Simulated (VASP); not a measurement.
Cs, 1 atom in the cell. It takes space group Pm-3m (No. 221, cubic). Conventional cell: a = 4.655 Å, b = 4.655 Å, c = 4.655 Å, α = 90.00°, β = 90.00°, γ = 90.00°. This isn't the form of Cs at room conditions, which is bcc.

| Quantity | Value |
| --- | --- |
| Program | VASP 6.6.1 |
| Task | single point |
| Functional | LDA |
| Potentials or basis | VASP PAW LDA potentials, release 64 (Cs_sv) |
| Cutoff | 500 eV |
| k mesh | 8 × 8 × 8 |
| Occupations | fermi-dirac, width 0.1 eV |
| Spin | no spin polarisation |
| Dipole correction | no |
| Further INCAR settings | ALGO = Normal; EDIFF = 1e-06; NBANDS = 10 |

Potentials or basis: VASP PAW LDA potentials, release 64 (Cs_sv).

Run with:

```sh
$ cat potpaw_LDA.64/Cs_sv/POTCAR > POTCAR
$ mpirun -np 1 vasp_std > vasp.out
```

Hardware: 1 thread of Intel Xeon 8259CL, on a shared host.

Problem. How long does it take, and how much memory?

Solution. It took 30 s on 1 thread of Intel Xeon 8259CL, on a shared host, peak memory 0.18 GiB. Counts: scf iterations 10, k points 35.
